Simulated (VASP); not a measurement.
# Sn2Bi3O3 (R32) in VASP: relaxation of cell and atoms with PBE

Aim: the relaxation of cell and atoms of Sn2Bi3O3 with PBE.

Program: VASP 6.6.1. These are calculated values, not measurements. Logs are shortened: lines on timing, memory, paths and dates and some standing lists are left out, and cuts for length are marked.

### 1 The cell of the first run

It takes space group R32 (No. 155, trigonal). The conventional cell has a = 7.639 Å, b = 7.639 Å, c = 9.365 Å, α = 90.00°, β = 90.00°, γ = 120.00°. Within 4.0 Å of Sn (site symmetry 3) lie 6 O at 3.01 to 3.02 Å and 6 Bi at 3.02 to 3.03 Å. Within 3.6 Å of Bi (site symmetry 2) lie 6 O at 2.70 to 3.31 Å and 4 Sn at 3.02 to 3.03 Å and 4 Bi at 3.31 Å. Within 3.6 Å of O (site symmetry 2) lie 6 Bi at 2.70 to 3.31 Å and 4 Sn at 3.01 to 3.02 Å and 4 O at 3.30 to 3.31 Å.

The cell was generated, and may not be a known phase.

### 2 Relaxation of cell and atoms, PBE

File INCAR:

```
PREC = Accurate ; ENCUT = 600
EDIFF = 1E-6 ; ISMEAR = 0
SIGMA = 0.2 ; LREAL = False
LASPH = True ; NELM = 60
ALGO = Normal ; ISIF = 3
LWAVE = False ; LCHARG = False
GGA = PE ; IBRION = 2
NSW = 36 ; EDIFFG = -0.08
```

File KPOINTS:

```
regular mesh
0
Gamma
  3 3 3
```

File POSCAR:

```
Sn2Bi3O3
1.0
    3.8194996600      2.2051891600      3.1216177300
   -3.8194996600      2.2051891600      3.1216177300
    0.0000000000     -4.4103783200      3.1216177300
Sn Bi O
2 3 3
Direct
    0.2508305900      0.2508305900      0.2508305900
    0.7491694100      0.7491694100      0.7491694100
    0.7497256000      0.2502744000      0.0000000000
    0.2502744000      0.0000000000      0.7497256000
    0.0000000000      0.7497256000      0.2502744000
    0.7497639200      0.2502360800      0.5000000000
    0.2502360800      0.5000000000      0.7497639200
    0.5000000000      0.7497639200      0.2502360800
```

Potentials or basis: VASP PAW PBE potentials, release 64 (Sn_d, Bi_d, O).

On the command line:

```console
> cat potpaw_PBE.64/Sn_d/POTCAR potpaw_PBE.64/Bi_d/POTCAR potpaw_PBE.64/O/POTCAR > POTCAR
> mpirun -np 1 vasp_std > vasp.out
```

OUTCAR:

```text
PREC = Accurate
   ENCUT = 600
   EDIFF = 1E-6
   ISMEAR = 0
   LREAL = False
   LASPH = True
   NELM = 60
   ISIF = 3
   GGA = PE
   IBRION = 2
   NSW = 36
   EDIFFG = -0.08

 ion  position               nearest neighbor table
   1  0.251  0.251  0.251-   5 3.02   3 3.02   4 3.02   3 3.03   5 3.03   4 3.03
   2  0.749  0.749  0.749-   4 3.02   3 3.02   5 3.02   3 3.03   5 3.03   4 3.03
   3  0.750  0.250  0.000-   6 2.70   6 2.70   1 3.02   2 3.02   1 3.03   2 3.03   5 3.31   4 3.31
                             4 3.31   5 3.31
   4  0.250  0.000  0.750-   7 2.70   7 2.70   2 3.02   1 3.02   1 3.03   2 3.03   3 3.31   5 3.31
                             3 3.31   5 3.31
   5  0.000  0.750  0.250-   8 2.70   8 2.70   1 3.02   2 3.02   2 3.03   1 3.03   3 3.31   4 3.31
                             3 3.31   4 3.31
   6  0.750  0.250  0.500-   3 2.70   3 2.70
   7  0.250  0.500  0.750-   4 2.70   4 2.70
   8  0.500  0.750  0.250-   5 2.70   5 2.70

  LATTYP: Found a trigonal (rhomboedric) cell.
 ALAT       =     5.4033262143
 COS(alpha) =     0.0006431988

  Lattice vectors:

 A1 = (   3.8194996600,   2.2051891600,   3.1216177300)
 A2 = (  -3.8194996600,   2.2051891600,   3.1216177300)
 A3 = (   0.0000000000,  -4.4103783200,   3.1216177300)

Analysis of symmetry for initial positions (statically):
=====================================================================
 Subroutine PRICEL returns:
 Original cell was already a primitive cell.

 Routine SETGRP: Setting up the symmetry group for a
 trigonal (rhombohedral) supercell.

 Subroutine GETGRP returns: Found  6 space group operations
 (whereof  6 operations were pure point group operations)
 out of a pool of 12 trial point group operations.

The static configuration has the point symmetry D_3 .

Analysis of symmetry for dynamics (positions and initial velocities):
=====================================================================
 Subroutine PRICEL returns:
 Original cell was already a primitive cell.

 Routine SETGRP: Setting up the symmetry group for a
 trigonal (rhombohedral) supercell.

 Subroutine GETGRP returns: Found  6 space group operations
 (whereof  6 operations were pure point group operations)
 out of a pool of 12 trial point group operations.

The dynamic configuration has the point symmetry D_3 .

 Subroutine INISYM returns: Found  6 space group operations
 (whereof  6 operations are pure point group operations),
 and found     1 'primitive' translations

----------------------------------------------------------------------------------------

                                     Primitive cell

  volume of cell :     157.7551

  direct lattice vectors                    reciprocal lattice vectors
     3.819499660  2.205189160  3.121617730     0.130907198  0.075579306  0.106782240
    -3.819499660  2.205189160  3.121617730    -0.130907198  0.075579306  0.106782240
     0.000000000 -4.410378320  3.121617730     0.000000000 -0.151158612  0.106782240

  length of vectors
     5.403326210  5.403326210  5.403326214     0.185071264  0.185071264  0.185071264

  position of ions in fractional coordinates (direct lattice)
     0.250830590  0.250830590  0.250830590
     0.749169410  0.749169410  0.749169410
     0.749725600  0.250274400  0.000000000
     0.250274400  0.000000000  0.749725600
     0.000000000  0.749725600  0.250274400
     0.749763920  0.250236080  0.500000000
     0.250236080  0.500000000  0.749763920
     0.500000000  0.749763920  0.250236080

  ion indices of the primitive-cell ions
   primitive index   ion index
                 1           1
                 2           2
                 3           3
                 4           4
                 5           5
                 6           6
                 7           7
                 8           8

----------------------------------------------------------------------------------------

 KPOINTS: regular mesh

Automatic generation of k-mesh.
 Grid dimensions read from file:
 generate k-points for:    3    3    3

 Generating k-lattice:

  Cartesian coordinates                     Fractional coordinates (reciprocal lattice)
     0.043635733  0.025193102  0.035594080     0.333333333  0.000000000  0.000000000
    -0.043635733  0.025193102  0.035594080     0.000000000  0.333333333  0.000000000
     0.000000000 -0.050386204  0.035594080     0.000000000  0.000000000  0.333333333

  Length of vectors
     0.061690421  0.061690421  0.061690421

  Shift w.r.t. Gamma in fractional coordinates (k-lattice)
     0.000000000  0.000000000  0.000000000

 Subroutine IBZKPT returns following result:
 ===========================================

 Found      6 irreducible k-points:

 Following reciprocal coordinates:
            Coordinates               Weight
  0.000000  0.000000  0.000000      1.000000
  0.333333  0.000000  0.000000      6.000000
  0.333333  0.333333  0.000000      6.000000
 -0.333333  0.333333  0.000000      6.000000
  0.333333  0.333333  0.333333      2.000000
 -0.333333  0.333333  0.333333      6.000000
   k-points           NKPTS =      6   k-points in BZ     NKDIM =      6   number of bands    NBANDS=     54
   number of dos      NEDOS =    301   number of ions     NIONS =      8
   total plane-waves  NPLWV = 110592
   dimension x,y,z NGX =    48 NGY =   48 NGZ =   48
   dimension x,y,z NGXF=    96 NGYF=   96 NGZF=   96
   ions per type =               2   3   3
   NGX,Y,Z   is equivalent  to a cutoff of  14.77, 14.77, 14.77 a.u.
   NGXF,Y,Z  is equivalent  to a cutoff of  29.54, 29.54, 29.54 a.u.
 SYSTEM =  unknown system
   PREC   = accura    normal or accurate (medium, high low for compatibility)
   ISTART =      0    job   : 0-new  1-cont  2-samecut
   ICHARG =      2    charge: 1-file 2-atom 10-const
   ISPIN  =      1    spin polarized calculation?
   LNONCOLLINEAR =      F non collinear calculations
   LSORBIT =      F    spin-orbit coupling
   LASPH  =      T    aspherical Exc in radial PAW
   ENCUT  =  600.0 eV  44.10 Ry    6.64 a.u.  10.79 10.79 10.79*2*pi/ulx,y,z
   NELM   =     60;   NELMIN=  2; NELMDL= -5     # of ELM steps
   EDIFF  = 0.1E-05   stopping-criterion for ELM
   LREAL  =      F    real-space projection
   EDIFFG = -.8E-01   stopping-criterion for IOM
   NSW    =     36    number of steps for IOM
   IBRION =      2    ionic relax: 0-MD 1-quasi-New 2-CG
   NFREE  =      1    steps in history (QN), initial steepest desc. (CG)
   ISIF   =      3    stress and relaxation
   ISYM   =      2    0-nonsym 1-usesym 2-fastsym
   POTIM  = 0.5000    time-step for ionic-motion
   TEBEG  =    0.0;   TEEND  =   0.0 temperature during run
   PSTRESS=    0.0 pullay stress
   NELECT =      91.0000    total number of electrons
   NUPDOWN=      -1.0000    fix difference up-down
   EMIN   =  10.00;   EMAX   =-10.00  energy-range for DOS
   EFERMI =   0.00;   METHOD = LEGACY
   ISMEAR =     0;   SIGMA  =   0.20  broadening in eV -4-tet -1-fermi 0-gaus
   EFERMI_NEDOS =   21; number of points for ismear=-14 and -15
   IALGO  =     38    algorithm
   IMIX   =      4    mixing-type and parameters
     AMIX     =   0.40;   BMIX     =  1.00
     AMIX_MAG =   1.60;   BMIX_MAG =  1.00
  volume/ion in A,a.u.               =      19.72       133.07
  Fermi-wavevector in a.u.,A,eV,Ry     =   1.362786  2.575291 25.268530  1.857185
  Thomas-Fermi vector in A             =   2.489245
   LORBIT       =      0    0 simple, 1 ext, 2 COOP (PROOUT), +10 PAW based schemes
   GGA     = PE    functional components
   LHFCALC =     F    Hartree Fock is set to
   AEXX    =    0.0000 exact exchange contribution
   IVDW    =     0    specifies the selected vdW correction
   LEPSILON=     F    determine dielectric tensor
   LRPA    =     F    only Hartree local field effects (RPA)
 conjugate gradient relaxation of ions
 non-spin polarized calculation
 Gauss-broadening in eV      SIGMA  =   0.20
  energy-cutoff  :      600.00
  volume of cell :      157.76
 maximum number of plane-waves:      5279
 NGX is ok and might be reduce to    48
   NGX = 21   NGY = 21   NGZ = 21

--------------------------------------- Ionic step        1  -------------------------------------------

 number of electron      91.0000028 magnetization

 Free energy of the ion-electron system (eV)
  ---------------------------------------------------
  ext. energy  EPLUGINS =         0.00000000
  ---------------------------------------------------
  free energy    TOTEN  =       -32.83411662 eV

  energy without entropy =      -32.72239599  energy(sigma->0) =      -32.77825631

------------------------ aborting loop because EDIFF is reached ----------------------------------------

  FORCE on cell =-STRESS in cart. coord.  units (eV):
  Direction    XX          YY          ZZ          XY          YZ          ZX
  --------------------------------------------------------------------------------------
  -------------------------------------------------------------------------------------
  Total        2.3638708      2.3638708      4.9662389      0.0000000      0.0000000     -0.0000000
  in kB       24.0077262     24.0077262     50.4376560      0.0000000      0.0000000     -0.0000000
  external PRESSURE =      32.8177028 kB  Pullay stress =       0.0000000 kB
[... 107 lines left out ...]
  FREE ENERGIE OF THE ION-ELECTRON SYSTEM (eV)
  ---------------------------------------------------
  free  energy   TOTEN  =       -33.3985183721 eV

  energy  without entropy=      -33.2743737324  energy(sigma->0) =      -33.33644605

 E-fermi :   6.8677     XC(G=0): -10.2359

 val. band max:        6.8643542707   @ k =  -0.3333   0.3333   0.0000
 cond. band min:       6.9037878502   @ k =   0.3333   0.3333   0.0000
 fundamental gap:      0.0394335795
 Fermi energy:         6.8676859274

 k-point     1 :       0.0000    0.0000    0.0000
  band No.  band energies     occupation
      1     -16.3435      2.00000
      2     -16.3311      2.00000
      3     -16.3311      2.00000
      4     -16.2802      2.00000
      5     -16.2546      2.00000
      6     -16.2432      2.00000
[... 331 lines left out ...]
     53      11.5467      0.00000
     54      12.0127      0.00000

[... ionic steps 4 to 28 ...]

--------------------------------------- Ionic step       29  -------------------------------------------

 number of electron      91.0000022 magnetization

------------------------ aborting loop because EDIFF is reached ----------------------------------------

  FORCE on cell =-STRESS in cart. coord.  units (eV):
  Direction    XX          YY          ZZ          XY          YZ          ZX
  --------------------------------------------------------------------------------------
  -------------------------------------------------------------------------------------
  Total       -0.1088881     -0.1088881     -0.0685845      0.0000000      0.0000000      0.0000000
  in kB       -0.9489252     -0.9489252     -0.5976921      0.0000000      0.0000000      0.0000000
  external PRESSURE =      -0.8318475 kB  Pullay stress =       0.0000000 kB
[... 69 lines left out ...]
  energy  without entropy=      -37.5190474776  energy(sigma->0) =      -37.55560516

--------------------------------------- Ionic step       31  -------------------------------------------

 number of electron      91.0000021 magnetization

 Free energy of the ion-electron system (eV)
  ---------------------------------------------------
  ext. energy  EPLUGINS =         0.00000000
  ---------------------------------------------------
  free energy    TOTEN  =       -37.59377626 eV

  energy without entropy =      -37.52067466  energy(sigma->0) =      -37.55722546

 E-fermi :   5.9539     XC(G=0):  -9.9146

 val. band max:        5.9420528142   @ k =   0.3333   0.3333   0.0000
 cond. band min:       6.2833404965   @ k =   0.3333   0.0000   0.0000
 fundamental gap:      0.3412876824
 Fermi energy:         5.9539060489

 k-point     1 :       0.0000    0.0000    0.0000
  band No.  band energies     occupation
      1     -16.9187      2.00000
      2     -16.9048      2.00000
      3     -16.9048      2.00000
      4     -16.8675      2.00000
      5     -16.8280      2.00000
      6     -16.8216      2.00000
[... 366 lines left out ...]
  FREE ENERGIE OF THE ION-ELECTRON SYSTEM (eV)
  ---------------------------------------------------
  free  energy   TOTEN  =       -37.5937762613 eV

  energy  without entropy=      -37.5206746580  energy(sigma->0) =      -37.55722546

 reached required accuracy - stopping structural energy minimisation
```

Run time: 17 min. Hardware: 1 thread of Intel Xeon 6975P-C (Granite Rapids), shared host; peak memory 0.37 GiB.

Results:

* Free energy: -37.5938 eV
* Relaxed volume: 22.87 Å³/atom
* Relaxed cell: a = 5.714 Å, b = 5.714 Å, c = 5.714 Å, α = 96.29°, β = 96.29°, γ = 96.29°
* Space group after relaxing (to 0.1 Å): R32 (No. 155)
* Energy gained by relaxing: 595.0 meV/atom
* Ionic steps: 31
* Pressure after relaxing: 0.0 GPa
* Largest force after relaxing: 0.050 eV/Å
* Band gap on the k mesh: zero (an odd number of electrons rules out a gap without spin polarisation)

Forces on the atoms (eV/Å):
```
Sn   0.000  0.000  0.050
Sn   0.000  0.000 -0.050
Bi  -0.035  0.000  0.000
Bi   0.017  0.030  0.000
Bi   0.017 -0.030  0.000
O    0.042  0.000  0.000
O   -0.021 -0.036  0.000
O   -0.021  0.036  0.000
```

Step by step:
```csv
step,energy change (eV),largest force (eV/Å),pressure (GPa),volume (Å³)
1,0.0000,2.3058,3.28,157.76
2,-0.5297,1.3358,-2.06,167.14
3,-0.5644,1.1497,-3.36,170.57
4,-0.9175,1.2021,-0.62,163.24
5,-1.1006,1.5353,6.04,152.08
6,-1.1977,1.6589,6.61,151.44
7,-1.4479,2.0008,8.79,149.48
8,-1.2319,2.5521,16.18,145.51
9,-1.5145,2.1451,10.11,148.49
10,-1.9812,1.9287,7.63,152.30
11,-2.7624,1.5355,2.94,164.07
12,-2.7790,1.6556,2.46,166.64
13,-3.1262,1.5429,0.58,169.89
14,-3.6373,1.4355,-3.69,179.72
15,-3.9908,1.0679,-1.75,175.88
16,-4.2011,0.2537,2.76,169.57
17,-4.2086,0.3443,1.79,170.70
18,-4.3367,0.2807,1.66,173.07
19,-4.5001,1.4733,2.39,180.07
20,-4.6005,0.9618,0.65,184.57
21,-4.6497,0.1926,-1.68,191.92
22,-4.6507,0.2909,-1.40,190.94
23,-4.6821,0.3120,-1.19,189.94
24,-4.7403,0.3683,-0.39,186.87
25,-4.7452,0.3823,0.04,185.47
26,-4.7454,0.3812,-0.02,185.70
27,-4.7528,0.1457,-0.40,185.35
28,-4.7529,0.1472,-0.45,185.29
29,-4.7573,0.1118,-0.08,183.85
30,-4.7580,0.0884,0.15,182.94
31,-4.7597,0.0496,0.02,182.92
```

Final structure:
```
Sn Bi O
1.0
     4.25604    2.45723    2.91515
    -4.25604    2.45723    2.91515
     0.00000   -4.91445    2.91515
Sn Bi O
2 3 3
Direct
  0.33700 0.33700 0.33700
  0.66300 0.66300 0.66300
  0.78636 0.21364 0.00000
  0.21364 0.00000 0.78636
  0.00000 0.78636 0.21364
  0.68788 0.31212 0.50000
  0.31212 0.50000 0.68788
  0.50000 0.68788 0.31212
```

Levels at points of the mesh, in eV from the Fermi level:
```
           k point  band 44  band 45  band 46  band 47  band 48  band 49
(0.00, 0.00, 0.00)    -1.50    -1.50     0.82     0.82     1.47     1.47
```

Caveat: the k points lie up to 0.37 Å⁻¹ apart in the final cell, too coarse for converged energies and pressures of a metal; the volume moved by over 15 % at a fixed basis, so the end points are rough; spin-orbit coupling is left out, which moves the levels of the heavy elements; an odd number of electrons without spin polarisation forces a metal; a magnetic or distorted state may lie lower; the relaxation stopped at a loose force limit of 0.08 eV/Å, so its end isn't a converged minimum.

The gap in the log of VASP goes by the Fermi energy; the results here count the filled bands.